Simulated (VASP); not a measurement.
Write the native input for VASP 6.6.1 that does the following.

```
Task                   : single point
Functional             : PBE
Potentials or basis    : VASP PAW PBE potentials, release 64 (Sn_d, Ge_d)
Cutoff                 : 520 eV
k mesh                 : 12 × 12 × 12
Occupations            : fermi-dirac, width 0.15 eV
Spin                   : no spin polarisation
Dipole correction      : no
Further INCAR settings : ALGO = Normal; EDIFF = 1e-07; NBANDS = 28
```

The structure of SnGe2 lies in POSCAR:

```
SnGe2
1.0
    0.0000000000      2.9986331695      2.9986331695
    2.9986331695      0.0000000000      2.9986331695
    2.9986331695      2.9986331695      0.0000000000
Sn Ge
1 2
Direct
    0.0000000000      0.0000000000      0.0000000000
    0.7500000000      0.7500000000      0.7500000000
    0.2500000000      0.2500000000      0.2500000000
```

These files were run (other wordings do the same):

INCAR

```
ALGO = Normal
EDIFF = 1E-7
ENCUT = 520
GGA = PE
ISIF = 2
ISMEAR = -1
LASPH = True
LCHARG = False
LREAL = False
LWAVE = False
NBANDS = 28
NELM = 100
PREC = Accurate
SIGMA = 0.15
```

KPOINTS

```
k-points
0
Gamma
  12 12 12
```

Potentials or basis: VASP PAW PBE potentials, release 64 (Sn_d, Ge_d).

Launch:

```bash
$ cat potpaw_PBE.64/Sn_d/POTCAR potpaw_PBE.64/Ge_d/POTCAR > POTCAR
$ mpirun -np 1 vasp_std > vasp.out
```

Results of the run:

| Property | Result |
| --- | --- |
| Pressure | 41.0 GPa |
| Band gap on the k mesh | zero (band 21 reaches 10.93 eV, above the bottom of band 22 at 8.70 eV) |

Caveat: spin-orbit coupling is left out, which moves the levels of the heavy elements.

It took 44 s on 1 thread of Intel(R) Xeon(R) Platinum 8488C (Sapphire Rapids), with other jobs on the host, peak memory 0.24 GiB.
